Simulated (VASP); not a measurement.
# HC4 in VASP: notebook, part 2 of 2

VASP 6.6.1. The steps go on from the part before.

## (6) Single point, PBE+D3(BJ)

Contents of INCAR:

```
PREC = Accurate
ENCUT = 520
EDIFF = 1E-6
ISMEAR = 0
SIGMA = 0.1
LREAL = False
LASPH = True
NELM = 60
ALGO = Normal
ISIF = 2
LWAVE = False
LCHARG = True
LDIPOL = True
IDIPOL = 3
DIPOL = 0.5 0.5 0.227
GGA = PE
IVDW = 12
LELF = True
LVHAR = True
LVACPOTAV = True
NBANDS = 28
```

Contents of KPOINTS:

```
regular mesh
0
Gamma
  6 6 1
```

Contents of POSCAR:

```
HC4
1.0
    4.9313048819      0.0000000000      0.0000000000
   -2.4656524409      4.2706353015      0.0000000000
    0.0000000000      0.0000000000     18.0000331942
C H
8 2
Direct
    0.3333333333      0.1666666667      0.2222236565
    0.3333333333      0.6666666667      0.2222236565
    0.8333333333      0.1666666667      0.2222236565
    0.8333333333      0.6666666667      0.2222236565
    0.1666666667      0.3333333333      0.2222218124
    0.1666666667      0.8333333333      0.2222218124
    0.6666666667      0.3333333333      0.2222218124
    0.6666666667      0.8333333333      0.2222218124
    0.1458575998      0.1666666667      0.2472236104
    0.5208090669      0.1666666667      0.2472236104
```

Potentials or basis: VASP PAW PBE potentials, release 64 (C, H).

On the command line:

```bash
> cat potpaw_PBE.64/C/POTCAR potpaw_PBE.64/H/POTCAR > POTCAR
> mpirun -np 1 vasp_std > vasp.out
```

OUTCAR:

```text
PREC = Accurate
   ENCUT = 520
   EDIFF = 1E-6
   ISMEAR = 0
   LREAL = False
   LASPH = True
   NELM = 60
   ISIF = 2
   GGA = PE
   IVDW = 12
 IVDW          = 12

 ion  position               nearest neighbor table
   1  0.333  0.167  0.222-   9 1.03  10 1.03   5 1.42   6 1.42   7 1.42
   2  0.333  0.667  0.222-   6 1.42   5 1.42   8 1.42
   3  0.833  0.167  0.222-   7 1.42   8 1.42   5 1.42
   4  0.833  0.667  0.222-   8 1.42   7 1.42   6 1.42
   5  0.167  0.333  0.222-   9 0.90   1 1.42   2 1.42   3 1.42
   6  0.167  0.833  0.222-   2 1.42   1 1.42   4 1.42
   7  0.667  0.333  0.222-  10 0.90   3 1.42   4 1.42   1 1.42
   8  0.667  0.833  0.222-   4 1.42   3 1.42   2 1.42
   9  0.146  0.167  0.247-   5 0.90   1 1.03
  10  0.521  0.167  0.247-   7 0.90   1 1.03

  LATTYP: Found a hexagonal cell.
 ALAT       =     4.9313048819
 C/A-ratio  =     3.6501562214

  Lattice vectors:

 A1 = (   4.9313048819,   0.0000000000,   0.0000000000)
 A2 = (  -2.4656524409,   4.2706353015,   0.0000000000)
 A3 = (   0.0000000000,   0.0000000000,  18.0000331942)

Analysis of symmetry for initial positions (statically):
=====================================================================
 Subroutine PRICEL returns:
 Original cell was already a primitive cell.

 Routine SETGRP: Setting up the symmetry group for a
 hexagonal supercell.

 Subroutine GETGRP returns: Found  2 space group operations
 (whereof  1 operations were pure point group operations)
 out of a pool of 24 trial point group operations.

The static configuration has the point symmetry C_1 .
 The point group associated with its full space group is C_1h.

Analysis of symmetry for dynamics (positions and initial velocities):
=====================================================================
 Subroutine PRICEL returns:
 Original cell was already a primitive cell.

 Routine SETGRP: Setting up the symmetry group for a
 hexagonal supercell.

 Subroutine GETGRP returns: Found  2 space group operations
 (whereof  1 operations were pure point group operations)
 out of a pool of 24 trial point group operations.

The dynamic configuration has the point symmetry C_1 .
 The point group associated with its full space group is C_1h.

 Subroutine INISYM returns: Found  2 space group operations
 (whereof  1 operations are pure point group operations),
 and found     1 'primitive' translations

----------------------------------------------------------------------------------------

                                     Primitive cell

  volume of cell :     379.0772

  direct lattice vectors                    reciprocal lattice vectors
     4.931304882  0.000000000  0.000000000     0.202786083  0.117078599  0.000000000
    -2.465652441  4.270635301  0.000000000     0.000000000  0.234157199  0.000000000
     0.000000000  0.000000000 18.000033194     0.000000000  0.000000000  0.055555453

  length of vectors
     4.931304882  4.931304882 18.000033194     0.234157199  0.234157199  0.055555453

  position of ions in fractional coordinates (direct lattice)
     0.333333333  0.166666667  0.222223656
     0.333333333  0.666666667  0.222223656
     0.833333333  0.166666667  0.222223656
     0.833333333  0.666666667  0.222223656
[... 64 lines left out ...]
   dimension x,y,z NGX =    40 NGY =   40 NGZ =  140
   dimension x,y,z NGXF=    80 NGYF=   80 NGZF=  280
   ions per type =               8   2
   NGX,Y,Z   is equivalent  to a cutoff of  13.48, 13.48, 12.93 a.u.
   NGXF,Y,Z  is equivalent  to a cutoff of  26.97, 26.97, 25.86 a.u.
 SYSTEM =  unknown system
   PREC   = accura    normal or accurate (medium, high low for compatibility)
   ISTART =      0    job   : 0-new  1-cont  2-samecut
   ICHARG =      2    charge: 1-file 2-atom 10-const
   ISPIN  =      1    spin polarized calculation?
   LNONCOLLINEAR =      F non collinear calculations
   LSORBIT =      F    spin-orbit coupling
   LASPH  =      T    aspherical Exc in radial PAW
   ENCUT  =  520.0 eV  38.22 Ry    6.18 a.u.   9.17  9.17 33.47*2*pi/ulx,y,z
   NELM   =     60;   NELMIN=  2; NELMDL= -5     # of ELM steps
   EDIFF  = 0.1E-05   stopping-criterion for ELM
   LREAL  =      F    real-space projection
   EDIFFG = 0.1E-04   stopping-criterion for IOM
   NSW    =      0    number of steps for IOM
   IBRION =     -1    ionic relax: 0-MD 1-quasi-New 2-CG
   NFREE  =      0    steps in history (QN), initial steepest desc. (CG)
   ISIF   =      2    stress and relaxation
   ISYM   =      2    0-nonsym 1-usesym 2-fastsym
   POTIM  = 0.5000    time-step for ionic-motion
   TEBEG  =    0.0;   TEEND  =   0.0 temperature during run
   PSTRESS=    0.0 pullay stress
   NELECT =      34.0000    total number of electrons
   NUPDOWN=      -1.0000    fix difference up-down
   EMIN   =  10.00;   EMAX   =-10.00  energy-range for DOS
   EFERMI =   0.00;   METHOD = LEGACY
   ISMEAR =     0;   SIGMA  =   0.10  broadening in eV -4-tet -1-fermi 0-gaus
   EFERMI_NEDOS =   21; number of points for ismear=-14 and -15
   IALGO  =     38    algorithm
   IMIX   =      4    mixing-type and parameters
     AMIX     =   0.40;   BMIX     =  1.00
     AMIX_MAG =   1.60;   BMIX_MAG =  1.00
  volume/ion in A,a.u.               =      37.91       255.81
  Fermi-wavevector in a.u.,A,eV,Ry     =   0.732811  1.384812  7.306489  0.537012
  Thomas-Fermi vector in A             =   1.825366
   LORBIT       =      0    0 simple, 1 ext, 2 COOP (PROOUT), +10 PAW based schemes
   GGA     = PE    functional components
   LHFCALC =     F    Hartree Fock is set to
   AEXX    =    0.0000 exact exchange contribution
   IVDW    =    12    specifies the selected vdW correction
   LEPSILON=     F    determine dielectric tensor
   LRPA    =     F    only Hartree local field effects (RPA)
 non-spin polarized calculation
 Gauss-broadening in eV      SIGMA  =   0.10
  energy-cutoff  :      520.00
  volume of cell :      379.08
 maximum number of plane-waves:     10258
 NGX is ok and might be reduce to    40
   NGX = 19   NGY = 19   NGZ = 67

 dipolmoment           0.000000      0.000000      0.000002 electrons x Angstroem

 number of electron      33.9999999 magnetization

 dipolmoment           0.000000      0.000000     -0.109374 electrons x Angstroem

 Free energy of the ion-electron system (eV)
  ---------------------------------------------------
  ext. energy  EPLUGINS =         0.00000000
  ---------------------------------------------------
  free energy    TOTEN  =       -66.97509730 eV

  energy without entropy =      -66.95736992  energy(sigma->0) =      -66.96623361

 E-fermi :  -1.0717     XC(G=0):  -2.4716

 val. band max:       -1.1120953424   @ k =   0.3333   0.0000   0.0000
 cond. band min:      -1.0654247366   @ k =   0.1667   0.0000   0.0000
 fundamental gap:      0.0466706058
 Fermi energy:        -1.0717394440

 k-point     1 :       0.0000    0.0000    0.0000
  band No.  band energies     occupation
      1     -25.4782      2.00000
      2     -22.1540      2.00000
      3     -19.3175      2.00000
      4     -17.4634      2.00000
      5     -16.5244      2.00000
      6     -16.4753      2.00000
[... 392 lines left out ...]
     27       4.4526      0.00000
     28       4.6186      0.00000

------------------------ aborting loop because EDIFF is reached ----------------------------------------

 Edisp (eV)   -0.77342

 E8    (eV) :    -0.2325

  FORCE on cell =-STRESS in cart. coord.  units (eV):
  Direction    XX          YY          ZZ          XY          YZ          ZX
  --------------------------------------------------------------------------------------
  -------------------------------------------------------------------------------------
  Total      21.85584    21.51492    11.95667     0.00000    -8.36684    -0.00000
  in kB      92.37413    90.93324    50.53512     0.00000   -35.36261    -0.00000
  external pressure =       77.95 kB  Pullay stress =        0.00 kB

 VOLUME and BASIS-vectors are now :
 -----------------------------------------------------------------------------
  energy-cutoff  :      520.00
  volume of cell :      379.08
      direct lattice vectors                 reciprocal lattice vectors
     4.931304882  0.000000000  0.000000000     0.202786083  0.117078599  0.000000000
    -2.465652441  4.270635301  0.000000000     0.000000000  0.234157199  0.000000000
     0.000000000  0.000000000 18.000033194     0.000000000  0.000000000  0.055555453

 POSITION                                       TOTAL-FORCE (eV/Angst)
 -----------------------------------------------------------------------------------
      1.23283      0.71177      4.00003        -0.000000     -2.669316     -9.125301
     -0.00000      2.84709      4.00003         0.251939      1.198367      0.548876
      3.69848      0.71177      4.00003        -0.000000     -1.444633     -1.830547
      2.46565      2.84709      4.00003        -0.251939      1.198367      0.548876
      0.00000      1.42355      4.00000        -6.632986     11.746884     -7.960923
     -1.23283      3.55886      4.00000        -0.000000     -2.966350     -0.852472
      2.46565      1.42355      4.00000         6.632986     11.746884     -7.960923
      1.23283      3.55886      4.00000        -0.000000     -0.227194     -0.166613
      0.30833      0.71177      4.45003        -0.131130     -9.291504     13.399514
      2.15733      0.71177      4.45003         0.131130     -9.291504     13.399514
 -----------------------------------------------------------------------------------
    total drift:                               -0.000000      0.000069      0.000651

  FREE ENERGIE OF THE ION-ELECTRON SYSTEM (eV)
  ---------------------------------------------------
  free  energy   TOTEN  =       -67.7485195509 eV

  energy  without entropy=      -67.7307921677  energy(sigma->0) =      -67.73965586

 vacuum level on the upper side and lower side of the slab         1.302         2.240
```

It took 3.2 min on 1 thread of Intel Xeon Platinum 8488C (Sapphire Rapids), shared host; peak memory 0.56 GiB.

What came out:

```yaml
Free_energy: -67.7485 eV
Largest_force: 16.306 eV/Å
Band_gap_on_the_k_mesh: zero (bands 17 and 18 overlap by 0.69 eV)
Dispersion_energy_per_atom: -0.077 eV
```

Forces on the atoms (eV/Å):
```
C    0.000 -2.669 -9.125
C    0.252  1.198  0.549
C    0.000 -1.445 -1.831
C   -0.252  1.198  0.549
C   -6.633 11.747 -7.961
C    0.000 -2.966 -0.852
C    6.633 11.747 -7.961
C    0.000 -0.227 -0.167
H   -0.131 -9.292 13.400
H    0.131 -9.292 13.400
```

## (7) The runs side by side

```csv
cell,gap on the mesh (eV),largest force (eV/Å)
"as given, atomic positions A",none,4.59
"as given, atomic positions B",none,4.66
"as given, atomic positions C",none,6.89
"as given, atomic positions D",none,2.52
"as given, atomic positions E",none,16.31
```

Alike in all rows: task single point; level PBE+D3(BJ); potentials or basis VASP PAW PBE potentials, release 64 (C, H); no spin polarisation; k mesh 6 × 6 × 1; cutoff (eV) 520; smearing gaussian 0.1 eV.

Absolute energies hang on the potentials; compare differences alone.
